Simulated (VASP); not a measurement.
# Ti3Ge2 (Pm-3m) in VASP: further runs

Ti3Ge2 is run at these levels: PBE; tasks: single point, relaxation of cell and atoms.

All numbers are computed with VASP 6.6.1; they aren't measurements. Logs are shortened: lines on timing, memory, paths and dates and some standing lists are left out, and cuts for length are marked.

### Step 1. The cell of the first run

Symmetry: Pm-3m, No. 221, cubic system. Conventional cell: a = 4.467 Å, b = 4.467 Å, c = 4.467 Å, α = 90.00°, β = 90.00°, γ = 90.00°. Within 3.0 Å of Ti (site symmetry 4/mmm) lie 2 Ge at 2.23 Å. Ge (site symmetry m-3m) has 6 Ti at 2.23 Å within 3.0 Å. Within 4.2 Å of Ge (site symmetry m-3m) lie 12 Ti at 3.16 Å and 8 Ge at 3.87 Å.

### Step 2. Single point, PBE

INCAR reads:

```
SYSTEM = Ti3Ge2
ALGO     = Normal         ! electronic algorithm
EDIFF    = 1E-7           ! SCF threshold, eV
ENCUT    = 520            ! plane-wave cutoff, eV
GGA      = PE             ! functional
ISIF     = 2              ! what is computed and relaxed
ISMEAR   = 0              ! smearing method
LASPH    = .TRUE.         ! aspherical terms in the spheres
LCHARG   = .TRUE.         ! write CHGCAR
LELF     = .TRUE.         ! ELF
LREAL    = .FALSE.        ! projectors in reciprocal space
LVHAR    = .TRUE.       
LWAVE    = .FALSE.        ! write WAVECAR
NBANDS   = 40             ! bands
NELM     = 100            ! most SCF steps
PREC     = Accurate       ! precision mode
SIGMA    = 0.1            ! smearing width, eV
```

KPOINTS reads:

```
k-points
0
G
  4 4 4
  0 0 0
```

POSCAR reads:

```
Ti3Ge2
1.0
    4.4668632800      0.0000000000      0.0000000000
    0.0000000000      4.4668632800      0.0000000000
    0.0000000000      0.0000000000      4.4668632800
Ti Ge
3 2
Direct
    0.5000000000      0.0000000000      0.0000000000
    0.0000000000      0.5000000000      0.0000000000
    0.0000000000      0.0000000000      0.5000000000
    0.0000000000      0.0000000000      0.0000000000
    0.5000000000      0.5000000000      0.5000000000
```

Potentials or basis: VASP PAW PBE potentials, release 64 (Ti_sv, Ge_d).

Started as:

```console
> cat potpaw_PBE.64/Ti_sv/POTCAR potpaw_PBE.64/Ge_d/POTCAR > POTCAR
> mpirun -np 1 vasp_std > vasp.out
```

OUTCAR:

```text
SYSTEM = Ti3Ge2
   EDIFF = 1E-7
   ENCUT = 520
   GGA = PE
   ISIF = 2
   ISMEAR = 0
   LASPH = .TRUE.
   LREAL = .FALSE.
   NELM = 100
   PREC = Accurate

 ion  position               nearest neighbor table
   1  0.500  0.000  0.000-   4 2.23   4 2.23
   2  0.000  0.500  0.000-   4 2.23   4 2.23
   3  0.000  0.000  0.500-   4 2.23   4 2.23
   4  0.000  0.000  0.000-   1 2.23   2 2.23   3 2.23   3 2.23   2 2.23   1 2.23
   5  0.500  0.500  0.500-

  LATTYP: Found a simple cubic cell.
 ALAT       =     4.4668632800

  Lattice vectors:

 A1 = (   4.4668632800,   0.0000000000,   0.0000000000)
 A2 = (   0.0000000000,   4.4668632800,   0.0000000000)
 A3 = (   0.0000000000,   0.0000000000,   4.4668632800)

Analysis of symmetry for initial positions (statically):
=====================================================================
 Subroutine PRICEL returns:
 Original cell was already a primitive cell.

 Routine SETGRP: Setting up the symmetry group for a
 simple cubic supercell.

 Subroutine GETGRP returns: Found 48 space group operations
[... 9 lines left out ...]

 Routine SETGRP: Setting up the symmetry group for a
 simple cubic supercell.

 Subroutine GETGRP returns: Found 48 space group operations
[... 11 lines left out ...]
                                     Primitive cell

  volume of cell :      89.1267

  direct lattice vectors                    reciprocal lattice vectors
     4.466863280  0.000000000  0.000000000     0.223870743  0.000000000  0.000000000
     0.000000000  4.466863280  0.000000000     0.000000000  0.223870743  0.000000000
     0.000000000  0.000000000  4.466863280     0.000000000  0.000000000  0.223870743

  length of vectors
     4.466863280  4.466863280  4.466863280     0.223870743  0.223870743  0.223870743

  position of ions in fractional coordinates (direct lattice)
     0.500000000  0.000000000  0.000000000
     0.000000000  0.500000000  0.000000000
     0.000000000  0.000000000  0.500000000
     0.000000000  0.000000000  0.000000000
     0.500000000  0.500000000  0.500000000

  ion indices of the primitive-cell ions
   primitive index   ion index
                 1           1
                 2           2
                 3           3
[... 51 lines left out ...]
   ISTART =      0    job   : 0-new  1-cont  2-samecut
   ICHARG =      2    charge: 1-file 2-atom 10-const
   ISPIN  =      1    spin polarized calculation?
   LNONCOLLINEAR =      F non collinear calculations
   LSORBIT =      F    spin-orbit coupling
   LASPH  =      T    aspherical Exc in radial PAW
   ENCUT  =  520.0 eV  38.22 Ry    6.18 a.u.   8.31  8.31  8.31*2*pi/ulx,y,z
   NELM   =    100;   NELMIN=  2; NELMDL= -5     # of ELM steps
   EDIFF  = 0.1E-06   stopping-criterion for ELM
   LREAL  =      F    real-space projection
   EDIFFG = 0.1E-05   stopping-criterion for IOM
   NSW    =      0    number of steps for IOM
   IBRION =     -1    ionic relax: 0-MD 1-quasi-New 2-CG
   NFREE  =      0    steps in history (QN), initial steepest desc. (CG)
   ISIF   =      2    stress and relaxation
   ISYM   =      2    0-nonsym 1-usesym 2-fastsym
   POTIM  = 0.5000    time-step for ionic-motion
   TEBEG  =    0.0;   TEEND  =   0.0 temperature during run
   PSTRESS=    0.0 pullay stress
   NELECT =      64.0000    total number of electrons
   NUPDOWN=      -1.0000    fix difference up-down
   EMIN   =  10.00;   EMAX   =-10.00  energy-range for DOS
   EFERMI =   0.00;   METHOD = LEGACY
   ISMEAR =     0;   SIGMA  =   0.10  broadening in eV -4-tet -1-fermi 0-gaus
   EFERMI_NEDOS =   21; number of points for ismear=-14 and -15
   IALGO  =     38    algorithm
   IMIX   =      4    mixing-type and parameters
     AMIX     =   0.40;   BMIX     =  1.00
     AMIX_MAG =   1.60;   BMIX_MAG =  1.00
  volume/ion in A,a.u.               =      17.83       120.29
  Fermi-wavevector in a.u.,A,eV,Ry     =   1.465994  2.770327 29.240799  2.149138
  Thomas-Fermi vector in A             =   2.581784
   LORBIT       =      0    0 simple, 1 ext, 2 COOP (PROOUT), +10 PAW based schemes
   GGA     = PE    functional components
   LHFCALC =     F    Hartree Fock is set to
   AEXX    =    0.0000 exact exchange contribution
   IVDW    =     0    specifies the selected vdW correction
   LEPSILON=     F    determine dielectric tensor
   LRPA    =     F    only Hartree local field effects (RPA)
 non-spin polarized calculation
 Gauss-broadening in eV      SIGMA  =   0.10
  energy-cutoff  :      520.00
  volume of cell :       89.13
 maximum number of plane-waves:      2440
 NGX is ok and might be reduce to    36
   NGX = 17   NGY = 17   NGZ = 17

 number of electron      63.9999956 magnetization

 Free energy of the ion-electron system (eV)
  ---------------------------------------------------
  ext. energy  EPLUGINS =         0.00000000
  ---------------------------------------------------
  free energy    TOTEN  =       -30.44829994 eV

  energy without entropy =      -30.41612054  energy(sigma->0) =      -30.43221024

 E-fermi :   7.7583     XC(G=0): -11.2837

 val. band max:        7.6809457926   @ k =   0.5000   0.2500   0.2500
 cond. band min:       7.7669964000   @ k =   0.5000   0.5000   0.2500
 fundamental gap:      0.0860506074
 Fermi energy:         7.7583287003

 k-point     1 :       0.0000    0.0000    0.0000
  band No.  band energies     occupation
      1     -49.3485      2.00000
      2     -49.2986      2.00000
      3     -49.2986      2.00000
      4     -25.7869      2.00000
      5     -25.7869      2.00000
      6     -25.7869      2.00000
[... 419 lines left out ...]
     39       9.3298      0.00000
     40      10.1040      0.00000

------------------------ aborting loop because EDIFF is reached ----------------------------------------

  FORCE on cell =-STRESS in cart. coord.  units (eV):
  Direction    XX          YY          ZZ          XY          YZ          ZX
  --------------------------------------------------------------------------------------
  -------------------------------------------------------------------------------------
  Total        8.4392986      8.4392986      8.4392986      0.0000000     -0.0000000     -0.0000000
  in kB      151.7081644    151.7081644    151.7081644      0.0000000     -0.0000000     -0.0000000
  external PRESSURE =     151.7081644 kB  Pullay stress =       0.0000000 kB

 VOLUME and BASIS-vectors are now :
 -----------------------------------------------------------------------------
  energy-cutoff  :      520.00
  volume of cell :       89.13
      direct lattice vectors                 reciprocal lattice vectors
     4.466863280  0.000000000  0.000000000     0.223870743  0.000000000  0.000000000
     0.000000000  4.466863280  0.000000000     0.000000000  0.223870743  0.000000000
     0.000000000  0.000000000  4.466863280     0.000000000  0.000000000  0.223870743

 POSITION                                       TOTAL-FORCE (eV/Angst)
 -----------------------------------------------------------------------------------
      2.23343      0.00000      0.00000         0.000000      0.000000      0.000000
      0.00000      2.23343      0.00000         0.000000      0.000000      0.000000
      0.00000      0.00000      2.23343         0.000000      0.000000      0.000000
      0.00000      0.00000      0.00000         0.000000      0.000000      0.000000
      2.23343      2.23343      2.23343         0.000000      0.000000      0.000000
 -----------------------------------------------------------------------------------
    total drift:                                0.000000      0.000000     -0.000000

  FREE ENERGIE OF THE ION-ELECTRON SYSTEM (eV)
  ---------------------------------------------------
  free  energy   TOTEN  =       -30.4482999378 eV

  energy  without entropy=      -30.4161205411  energy(sigma->0) =      -30.43221024
```

Wall time 30 s (1 thread of Intel Xeon 6975P-C (Granite Rapids), shared host); peak memory 0.2 GiB.

What came out:

```
Free energy            : -30.4483 eV
Pressure               : 15.2 GPa
Band gap on the k mesh : zero (band 32 reaches 7.87 eV, above the bottom of band 33 at 7.64 eV)
```

### Step 3. Single point, PBE

This run uses another cell than the first one, of 20.28 Å³/atom, 1.138 times its volume.

INCAR reads:

```
ALGO = Normal ; EDIFF = 1E-6
ENCUT = 520 ; GGA = PE
ISIF = 2 ; ISMEAR = 0
LASPH = T ; LCHARG = F
LREAL = F ; LWAVE = F
NBANDS = 40 ; NELM = 80
PREC = Accurate ; SIGMA = 0.1
```

KPOINTS reads:

```
k-points
0
Gamma
  4 4 4
```

Changes to POSCAR since step 2:

```diff
@@ -2,5 +2,5 @@
 1.0
-    4.4668632800      0.0000000000      0.0000000000
-    0.0000000000      4.4668632800      0.0000000000
-    0.0000000000      0.0000000000      4.4668632800
+    4.6629948712      0.0000000000      0.0000000000
+    0.0000000000      4.6629948712      0.0000000000
+    0.0000000000      0.0000000000      4.6629948712
 Ti Ge
```

Potentials or basis: VASP PAW PBE potentials, release 64 (Ti_sv, Ge_d).

Started as:

```console
> cat potpaw_PBE.64/Ti_sv/POTCAR potpaw_PBE.64/Ge_d/POTCAR > POTCAR
> mpirun -np 1 vasp_std > vasp.out
```

It took 21 s on 1 thread of Intel Xeon 6975P-C (Granite Rapids), shared host; peak memory 0.21 GiB.

Results (log left out):

```
Free energy            : -30.9913 eV
Pressure               : 0.4 GPa
Band gap on the k mesh : zero (band 32 reaches 6.62 eV, above the bottom of band 33 at 6.31 eV)
```

Levels at points of the mesh, in eV from the Fermi level:
| k point | band 28 | band 29 | band 30 | band 31 | band 32 | band 33 | band 34 | band 35 | band 36 | band 37 |
| --- | --- | --- | --- | --- | --- | --- | --- | --- | --- | --- |
| (0.00, 0.00, 0.00) | -1.30 | -1.30 | -1.30 | -1.17 | -1.17 | 0.59 | 0.94 | 0.94 | 0.94 | 1.04 |
| (0.50, 0.00, 0.00) | -2.17 | -1.74 | -1.74 | -1.05 | -0.29 | 0.33 | 0.58 | 0.72 | 0.72 | 0.82 |
| (0.50, 0.50, 0.00) | -1.93 | -1.93 | -1.65 | -0.25 | -0.25 | 0.22 | 0.22 | 0.56 | 0.85 | 1.07 |
| (0.50, 0.50, 0.50) | -2.19 | -2.19 | -2.19 | 0.09 | 0.09 | 0.09 | 0.15 | 0.15 | 0.15 | 0.83 |

[end of part 1 of 3]
